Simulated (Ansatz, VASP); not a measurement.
Ga in VASP and in Ansatz

```xyz
4
Lattice="2.2866 -3.8702 0.0000 2.2866 3.8702 0.0000 0.0000 0.0000 4.5890" Properties=species:S:1:pos:R:3 pbc="T T T"
Ga    2.2866   -2.6603    0.3775
Ga    2.2866   -1.2099    2.6719
Ga    2.2866    2.6603    4.2115
Ga    2.2866    1.2099    1.9170
```

Alike in both runs: functional PBE; k mesh 12 × 12 × 10; occupations gaussian, width 0.1 eV; no spin polarisation.

Ansatz relaxed the structure, and its values are those at the end. VASP's run is a single point on that final structure, the one shown.

|  | VASP | Ansatz |
| --- | --- | --- |
| version | VASP 6.6.1 | Ansatz 0.2.0 |
| potentials or method | VASP PAW PBE potentials, release 64 (Ga_d), cutoff 520 eV | scalar-relativistic, plane waves, PAW |
| valence electrons in the cell | 52 | 52 |

VASP gave:

- gap on the k mesh at the Fermi level (eV): none
- pressure (GPa): 0.1

**Question.** Estimate Ansatz's values.

**Answer.** gap on the k mesh at the Fermi level (eV): none; pressure (GPa): 0.0.

A gap of «none» marks a metal or a gap that the smearing closes. With one functional, cell and mesh, what is left measures potentials, basis and numerics.
